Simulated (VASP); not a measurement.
A run of VASP 6.6.1 is set up as follows.

The input INCAR:

```
SYSTEM = Be3Te2Se
PREC = Accurate
ENCUT = 600
EDIFF = 1E-6
ISMEAR = 0
SIGMA = 0.15
LREAL = .FALSE.
LASPH = .TRUE.
NELM = 120
ALGO = Normal
ISIF = 2
LWAVE = .FALSE.
LCHARG = .FALSE.
GGA = PE
NBANDS = 21
GGA_COMPAT = .FALSE.
```

KPOINTS

```
regular mesh
0
G
  3 3 3
  0 0 0
```

File POSCAR:

```
Be3Te2Se
1.0
    2.5494839258      1.4719452290      6.1480038945
   -2.5494839258      1.4719452290      6.1480038945
    0.0000000000     -2.9438904635      6.1480038932
Be Te Se
3 2 1
Direct
    0.6825647970      0.2157672634      0.6825647970
    0.6825647970      0.6825647970      0.2157672634
    0.2157672634      0.6825647970      0.6825647970
    0.2392901474      0.2392901474      0.2392901474
   -0.0276778536     -0.0276778536     -0.0276778536
    0.7757734788      0.7757734788      0.7757734788
```

Potentials or basis: VASP PAW PBE potentials, release 64 (Be, Te, Se).

Command:

```bash
$ cat potpaw_PBE.64/Be/POTCAR potpaw_PBE.64/Te/POTCAR potpaw_PBE.64/Se/POTCAR > POTCAR
$ mpirun -np 1 vasp_std > vasp.out
```

Task: Estimate the band gap on the k mesh.

Result: Zero (bands 12 and 13 overlap by 0.58 eV).

Task: Estimate the largest force.

Result: 0.033 eV/Å.

Task: Estimate the pressure.

Result: 0.1 GPa.

Forces on the atoms (eV/Å):
```
Be  -0.012  0.007  0.006
Be   0.000 -0.014  0.006
Be   0.012  0.007  0.006
Te   0.000  0.000  0.002
Te   0.000  0.000  0.014
Se   0.000  0.000 -0.033
```

Caveat: the k points lie up to 0.49 Å⁻¹ apart, too coarse for converged energies and pressures of a metal; semilocal functionals underestimate gaps, so a narrow gap can read as zero; spin-orbit coupling is left out, which moves the levels of the heavy elements.
